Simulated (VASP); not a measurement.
# LiTa16 (a cell with a defect) in VASP: single point with LDA

Aim: the single point of LiTa16 (a cell with a defect) with LDA.

Program: VASP 6.6.1. These are calculated values, not measurements. Logs are shortened: lines on timing, memory, paths and dates and some standing lists are left out, and cuts for length are marked.

### 1 The cell of the first run

The cell holds a defect, 17 atoms: a = 6.620 Å, b = 6.620 Å, c = 6.620 Å, α = 90.00°, β = 90.00°, γ = 90.00°.

### 2 Single point, LDA

Contents of INCAR:

```
SYSTEM = LiTa16
PREC     = Accurate       ! precision mode
ENCUT    = 520            ! plane-wave cutoff, eV
EDIFF    = 1E-6           ! SCF threshold, eV
ISMEAR   = -1             ! smearing method
SIGMA    = 0.15           ! smearing width, eV
LREAL    = Auto         
LASPH    = .TRUE.         ! aspherical terms in the spheres
NELM     = 80             ! most SCF steps
ALGO     = Normal         ! electronic algorithm
ISIF     = 2              ! what is computed and relaxed
LWAVE    = .FALSE.        ! write WAVECAR
LCHARG   = .FALSE.        ! write CHGCAR
NBANDS   = 104            ! bands
```

Contents of KPOINTS:

```
Automatic mesh
0
G
  3 3 3
  0 0 0
```

Contents of POSCAR:

```
LiTa16
1.0
    6.6200000000      0.0000000000      0.0000000000
    0.0000000000      6.6200000000      0.0000000000
    0.0000000000      0.0000000000      6.6200000000
Ta Li
16 1
Direct
   -0.0020410876     -0.0038099698     -0.0003575529
    0.5084194864      0.0099138973     -0.0003595166
    0.0520232628      0.5457572508     -0.0003190332
    0.0000323263     -0.0112661631      0.4996342900
    0.2430993958      0.2508543807      0.2482651057
    0.4793968278      0.5067031722     -0.0003501511
    0.4884320242     -0.0132844411      0.4996217523
    0.7365273414      0.2265767372      0.2923460725
   -0.0013693353      0.4983904834      0.4996569486
    0.2568194864      0.7606634441      0.2563397281
    0.2431003021      0.2508447130      0.7510229607
    0.4925270393      0.4970388218      0.4996475831
    0.7496851964      0.7404593656      0.2449243202
    0.7364963746      0.2264877644      0.7068602719
    0.2568141994      0.7606542296      0.7429645015
    0.7496826284      0.7404752266      0.7543480363
    0.8048034743      0.3511341390     -0.0004537764
```

Potentials or basis: VASP PAW LDA potentials, release 64 (Ta_pv, Li_sv).

Run with:

```bash
cat potpaw_LDA.64/Ta_pv/POTCAR potpaw_LDA.64/Li_sv/POTCAR > POTCAR
mpirun -np 1 vasp_std > vasp.out
```

OUTCAR:

```text
SYSTEM = LiTa16
   PREC = Accurate
   ENCUT = 520
   EDIFF = 1E-6
   ISMEAR = -1
   LREAL = Auto
   LASPH = .TRUE.
   NELM = 80
   ISIF = 2

 ion  position               nearest neighbor table
   1  0.998  0.996  1.000-  17 2.68  11 2.86   5 2.86  16 2.86  13 2.86  15 2.87  10 2.87   3 3.00
                             8 3.01  14 3.01   2 3.24   4 3.31   4 3.31   2 3.38
   2  0.508  0.010  1.000-  14 2.84   8 2.84  11 2.89   5 2.89  16 2.89  13 2.89  15 2.90  10 2.90
                            17 2.99   1 3.24   6 3.29   7 3.32   7 3.32   6 3.34   1 3.38
   3  0.052  0.546  1.000-  17 2.08  10 2.60  15 2.60   6 2.84   5 2.85  11 2.85  13 2.88  16 2.88
                             1 3.00   9 3.34   9 3.34   8 3.55  14 3.55
   4  0.000  0.989  0.500-  14 2.72   8 2.72  10 2.79  15 2.79  16 2.88  13 2.88   5 2.89  11 2.89
                             7 3.23   9 3.25   1 3.31   1 3.31   9 3.37   7 3.39
   5  0.243  0.251  0.248-   6 2.83   9 2.84   3 2.85  12 2.86   1 2.86   2 2.89   4 2.89   7 2.91
                            10 3.25   8 3.28  11 3.29  11 3.33   8 3.37  10 3.38
   6  0.479  0.507  1.000-  17 2.39  15 2.81  10 2.81   5 2.83  11 2.83   3 2.84  13 2.87  16 2.87
                             8 3.18  14 3.18   2 3.29  12 3.31  12 3.31   2 3.34
   7  0.488  0.987  0.500-  14 2.66   8 2.66  10 2.68  15 2.68   5 2.91  11 2.91  13 2.91  16 2.91
                             4 3.23  12 3.24   2 3.32   2 3.32  12 3.38   4 3.39
   8  0.737  0.227  0.292-  17 2.15   7 2.66   4 2.72  14 2.74  12 2.77   2 2.84   9 2.85   1 3.01
                             6 3.18  13 3.23   5 3.28   5 3.37  13 3.42   3 3.55
   9  0.999  0.498  0.500-  11 2.84   5 2.84  16 2.85  13 2.85   8 2.85  14 2.85  15 2.92  10 2.92
                             4 3.25  12 3.27   3 3.34   3 3.34  12 3.35   4 3.37
  10  0.257  0.761  0.256-   3 2.60   7 2.68   4 2.79   6 2.81  12 2.84   1 2.87   2 2.90   9 2.92
                            15 3.22   5 3.25  13 3.27  13 3.36   5 3.38  15 3.40
  11  0.243  0.251  0.751-   6 2.83   9 2.84   3 2.85  12 2.86   1 2.86   2 2.89   4 2.89   7 2.91
                            15 3.25  14 3.28   5 3.29   5 3.33  14 3.37  15 3.38
  12  0.493  0.497  0.500-  14 2.77   8 2.77  10 2.84  15 2.84   5 2.86  11 2.86  16 2.89  13 2.89
                             7 3.24   9 3.27   6 3.31   6 3.31   9 3.35   7 3.38
  13  0.750  0.740  0.245-   9 2.85   1 2.86   6 2.87   4 2.88   3 2.88  12 2.89   2 2.89   7 2.91
                            17 3.07   8 3.23  16 3.25  10 3.27  10 3.36  16 3.37   8 3.42
  14  0.736  0.226  0.707-  17 2.15   7 2.66   4 2.72   8 2.74  12 2.77   2 2.84   9 2.85   1 3.01
                             6 3.18  16 3.23  11 3.28  11 3.37  16 3.42   3 3.55
  15  0.257  0.761  0.743-   3 2.60   7 2.68   4 2.79   6 2.81  12 2.84   1 2.87   2 2.90   9 2.92
                            10 3.22  11 3.25  16 3.27  16 3.36  11 3.38  10 3.40
  16  0.750  0.740  0.754-   9 2.85   1 2.86   6 2.87   4 2.88   3 2.88  12 2.89   2 2.89   7 2.91
                            17 3.07  14 3.23  13 3.25  15 3.27  15 3.36  13 3.37  14 3.42
  17  0.805  0.351  1.000-   3 2.08  14 2.15   8 2.15   6 2.39   1 2.68   2 2.99  16 3.07  13 3.07

  LATTYP: Found a simple cubic cell.
 ALAT       =     6.6200000000

  Lattice vectors:

 A1 = (   6.6200000000,   0.0000000000,   0.0000000000)
 A2 = (   0.0000000000,   6.6200000000,   0.0000000000)
 A3 = (   0.0000000000,   0.0000000000,   6.6200000000)

Analysis of symmetry for initial positions (statically):
=====================================================================
 Subroutine PRICEL returns:
 Original cell was already a primitive cell.

 Routine SETGRP: Setting up the symmetry group for a
 simple cubic supercell.

 Subroutine GETGRP returns: Found  1 space group operations
 (whereof  1 operations were pure point group operations)
 out of a pool of 48 trial point group operations.

The static configuration has the point symmetry C_1 .

Analysis of symmetry for dynamics (positions and initial velocities):
=====================================================================
 Subroutine PRICEL returns:
 Original cell was already a primitive cell.

 Routine SETGRP: Setting up the symmetry group for a
 simple cubic supercell.

 Subroutine GETGRP returns: Found  1 space group operations
 (whereof  1 operations were pure point group operations)
 out of a pool of 48 trial point group operations.

The dynamic configuration has the point symmetry C_1 .

 Subroutine INISYM returns: Found  1 space group operations
 (whereof  1 operations are pure point group operations),
 and found     1 'primitive' translations

----------------------------------------------------------------------------------------

                                     Primitive cell

  volume of cell :     290.1175

  direct lattice vectors                    reciprocal lattice vectors
     6.620000000  0.000000000  0.000000000     0.151057402  0.000000000  0.000000000
     0.000000000  6.620000000  0.000000000     0.000000000  0.151057402  0.000000000
     0.000000000  0.000000000  6.620000000     0.000000000  0.000000000  0.151057402
[... 70 lines left out ...]
            Coordinates               Weight
  0.000000  0.000000  0.000000      1.000000
  0.333333  0.000000  0.000000      2.000000
  0.000000  0.333333  0.000000      2.000000
  0.000000  0.000000  0.333333      2.000000
  0.333333  0.333333  0.000000      2.000000
  0.000000  0.333333  0.333333      2.000000
  0.333333  0.000000  0.333333      2.000000
 -0.333333  0.333333  0.000000      2.000000
 -0.333333  0.000000  0.333333      2.000000
  0.000000 -0.333333  0.333333      2.000000
  0.333333  0.333333  0.333333      2.000000
 -0.333333  0.333333  0.333333      2.000000
 -0.333333 -0.333333  0.333333      2.000000
  0.333333 -0.333333  0.333333      2.000000
   k-points           NKPTS =     14   k-points in BZ     NKDIM =     14   number of bands    NBANDS=    104
   number of dos      NEDOS =    301   number of ions     NIONS =     17
   total plane-waves  NPLWV = 125000
   dimension x,y,z NGX =    50 NGY =   50 NGZ =   50
   dimension x,y,z NGXF=   100 NGYF=  100 NGZF=  100
   ions per type =              16   1
   NGX,Y,Z   is equivalent  to a cutoff of  12.56, 12.56, 12.56 a.u.
   NGXF,Y,Z  is equivalent  to a cutoff of  25.11, 25.11, 25.11 a.u.
 SYSTEM =  LiTa16
   PREC   = accura    normal or accurate (medium, high low for compatibility)
   ISTART =      0    job   : 0-new  1-cont  2-samecut
   ICHARG =      2    charge: 1-file 2-atom 10-const
   ISPIN  =      1    spin polarized calculation?
   LNONCOLLINEAR =      F non collinear calculations
   LSORBIT =      F    spin-orbit coupling
   LASPH  =      T    aspherical Exc in radial PAW
   ENCUT  =  520.0 eV  38.22 Ry    6.18 a.u.  12.31 12.31 12.31*2*pi/ulx,y,z
   NELM   =     80;   NELMIN=  2; NELMDL= -5     # of ELM steps
   EDIFF  = 0.1E-05   stopping-criterion for ELM
   LREAL  =      T    real-space projection
   EDIFFG = 0.1E-04   stopping-criterion for IOM
   NSW    =      0    number of steps for IOM
   IBRION =     -1    ionic relax: 0-MD 1-quasi-New 2-CG
   NFREE  =      0    steps in history (QN), initial steepest desc. (CG)
   ISIF   =      2    stress and relaxation
   ISYM   =      2    0-nonsym 1-usesym 2-fastsym
   POTIM  = 0.5000    time-step for ionic-motion
   TEBEG  =    0.0;   TEEND  =   0.0 temperature during run
   PSTRESS=    0.0 pullay stress
   NELECT =     179.0000    total number of electrons
   NUPDOWN=      -1.0000    fix difference up-down
   EMIN   =  10.00;   EMAX   =-10.00  energy-range for DOS
   EFERMI =   0.00;   METHOD = LEGACY
   ISMEAR =    -1;   SIGMA  =   0.15  broadening in eV -4-tet -1-fermi 0-gaus
   EFERMI_NEDOS =   21; number of points for ismear=-14 and -15
   IALGO  =     38    algorithm
   IMIX   =      4    mixing-type and parameters
     AMIX     =   0.40;   BMIX     =  1.00
     AMIX_MAG =   1.60;   BMIX_MAG =  1.00
  volume/ion in A,a.u.               =      17.07       115.17
  Fermi-wavevector in a.u.,A,eV,Ry     =   1.393695  2.633702 26.427776  1.942387
  Thomas-Fermi vector in A             =   2.517316
   LORBIT       =      0    0 simple, 1 ext, 2 COOP (PROOUT), +10 PAW based schemes
   GGA     = CA    functional components
   LHFCALC =     F    Hartree Fock is set to
   AEXX    =    0.0000 exact exchange contribution
   IVDW    =     0    specifies the selected vdW correction
   LEPSILON=     F    determine dielectric tensor
   LRPA    =     F    only Hartree local field effects (RPA)
 non-spin polarized calculation
  energy-cutoff  :      520.00
  volume of cell :      290.12
 maximum number of plane-waves:      7820
 NGX is ok and might be reduce to    50
   NGX = 25   NGY = 25   NGZ = 25

 number of electron     178.9999982 magnetization

 Free energy of the ion-electron system (eV)
  ---------------------------------------------------
  ext. energy  EPLUGINS =         0.00000000
  ---------------------------------------------------
  free energy    TOTEN  =      -203.71668112 eV

  energy without entropy =     -202.43220955  energy(sigma->0) =     -203.07444534

 E-fermi :   5.6526     XC(G=0): -12.8168

 val. band max:        5.6374107527   @ k =  -0.3333   0.0000   0.3333
 cond. band min:       5.7085626165   @ k =   0.0000   0.3333   0.0000
 fundamental gap:      0.0711518637
 Fermi energy:         5.6525929540

 k-point     1 :       0.0000    0.0000    0.0000
  band No.  band energies     occupation
      1     -39.8328      2.00000
      2     -28.8092      2.00000
      3     -28.6187      2.00000
      4     -28.6076      2.00000
      5     -28.5822      2.00000
      6     -28.5336      2.00000
[... 1445 lines left out ...]
    100       7.7925      0.00000
    101       8.2728      0.00000
 [bands above 101 left out]

------------------------ aborting loop because EDIFF is reached ----------------------------------------

  FORCE on cell =-STRESS in cart. coord.  units (eV):
  Direction    XX          YY          ZZ          XY          YZ          ZX
  --------------------------------------------------------------------------------------
  -------------------------------------------------------------------------------------
  Total       -0.2940426     -1.8662852      2.0092142      2.4895688      0.0051863      0.0022654
  in kB       -1.6238536    -10.3065812     11.0959084     13.7486720      0.0286414      0.0125106
  external PRESSURE =      -0.2781755 kB  Pullay stress =       0.0000000 kB

 VOLUME and BASIS-vectors are now :
 -----------------------------------------------------------------------------
  energy-cutoff  :      520.00
  volume of cell :      290.12
      direct lattice vectors                 reciprocal lattice vectors
     6.620000000  0.000000000  0.000000000     0.151057402  0.000000000  0.000000000
     0.000000000  6.620000000  0.000000000     0.000000000  0.151057402  0.000000000
     0.000000000  0.000000000  6.620000000     0.000000000  0.000000000  0.151057402

 POSITION                                       TOTAL-FORCE (eV/Angst)
 -----------------------------------------------------------------------------------
      6.60649      6.59478      6.61763        -0.007658      0.032231     -0.000443
      3.36574      0.06563      6.61762        -0.008977     -0.001522     -0.000035
      0.34439      3.61291      6.61789        -0.022669     -0.054116     -0.001140
      0.00021      6.54542      3.30758         0.012711     -0.012041      0.000193
      1.60932      1.66066      1.64351         0.005792      0.003477      0.008321
      3.17361      3.35437      6.61768         0.007308     -0.001228      0.000107
[... 9 lines left out ...]
      4.96290      4.90195      4.99378         0.002993     -0.016530      0.003038
      5.32780      2.32451      6.61700        -0.086487      0.056068     -0.000061
 -----------------------------------------------------------------------------------
    total drift:                                0.005627      0.001510      0.001475

  FREE ENERGIE OF THE ION-ELECTRON SYSTEM (eV)
  ---------------------------------------------------
  free  energy   TOTEN  =      -203.7166811209 eV

  energy  without entropy=     -202.4322095548  energy(sigma->0) =     -203.07444534
```

It took 23 min on 1 thread of Intel Xeon 8259CL, shared host; peak memory 0.45 GiB.

What came out:

- Free energy: -203.7167 eV
- Largest force: 0.103 eV/Å
- Band gap on the k mesh: zero (an odd number of electrons rules out a gap without spin polarisation)

Forces on the atoms (eV/Å):
```
Ta  -0.008  0.032  0.000
Ta  -0.009 -0.002  0.000
Ta  -0.023 -0.054 -0.001
Ta   0.013 -0.012  0.000
Ta   0.006  0.003  0.008
Ta   0.007 -0.001  0.000
Ta   0.021 -0.002  0.000
Ta   0.028  0.004 -0.067
Ta   0.015  0.000  0.000
Ta  -0.003  0.005  0.003
Ta   0.005  0.003 -0.008
Ta   0.001 -0.012  0.000
Ta   0.003 -0.016 -0.002
Ta   0.029  0.006  0.068
Ta  -0.003  0.005 -0.003
Ta   0.003 -0.017  0.003
Li  -0.086  0.056  0.000
```

Caveat: the cutoff is under 1.25 times the usual one of these potentials, so pressure, stress and relaxed cells hold a basis-set (Pulay) error; spin-orbit coupling is left out, which moves the levels of the heavy elements.

The gap in the log of VASP goes by the Fermi energy; the results here count the filled bands.